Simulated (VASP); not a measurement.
**SiC: single point with r2SCAN**

Crystal: SiC.

```
CELL_PARAMETERS angstrom
2.98298 0.00000 0.00000
-1.49149 2.58334 0.00000
0.00000 0.00000 9.76056
ATOMIC_POSITIONS crystal
Si 0.66667 0.33333 0.93778
Si 0.33333 0.66667 0.43778
Si 0.00000 0.00000 0.68797
Si 0.00000 0.00000 0.18797
C 0.66667 0.33333 0.74981
C 0.33333 0.66667 0.24981
C 0.00000 0.00000 0.50044
C 0.00000 0.00000 0.00044
```

- Program: VASP 6.6.1
- Task: single point
- Functional: r2SCAN
- Potentials or basis: VASP PAW PBE potentials, release 64 (Si, C)
- Cutoff: 520 eV
- k mesh: 12 × 12 × 4
- Occupations: gaussian, width 0.02 eV
- Spin: no spin polarisation
- Dipole correction: no
- Further INCAR settings: ALGO = Normal; EDIFF = 1e-06; NBANDS = 26

The pressure is 25.4 GPa and the largest force is 0.004 eV/Å. The band gap on the k mesh is 2.65 eV (least direct gap 3.85 eV).

Forces on the atoms (eV/Å):
```
Si   0.000  0.000  0.000
Si   0.000  0.000  0.000
Si   0.000  0.000 -0.004
Si   0.000  0.000 -0.004
C    0.000  0.000  0.003
C    0.000  0.000  0.003
C    0.000  0.000  0.002
C    0.000  0.000  0.002
```

Levels at points of the mesh, in eV from the valence-band top:
```
           k point  band 13  band 14  band 15  band 16  band 17  band 18  band 19  band 20
(0.00, 0.00, 0.00)    -0.62    -0.05     0.00     0.00     6.56     7.14     7.83     8.02
(0.50, 0.00, 0.00)    -2.60    -2.42    -1.70    -1.20     2.65     2.88     5.04     5.88
(0.00, 0.00, 0.50)    -0.22    -0.22    -0.22    -0.22     6.77     6.77     8.19     8.19
(0.50, 0.00, 0.50)    -2.70    -2.70    -1.68    -1.68     3.14     3.14     4.97     4.97
```

Run time: 2.8 min on 1 thread of Intel(R) Xeon(R) 6975P-C (Granite Rapids), on a shared host, peak memory 0.25 GiB.

Caveat: the cell stands under pressure; the PAW data sets were made with another functional, which shifts forces and pressure a little. A k mesh can miss the band edges.
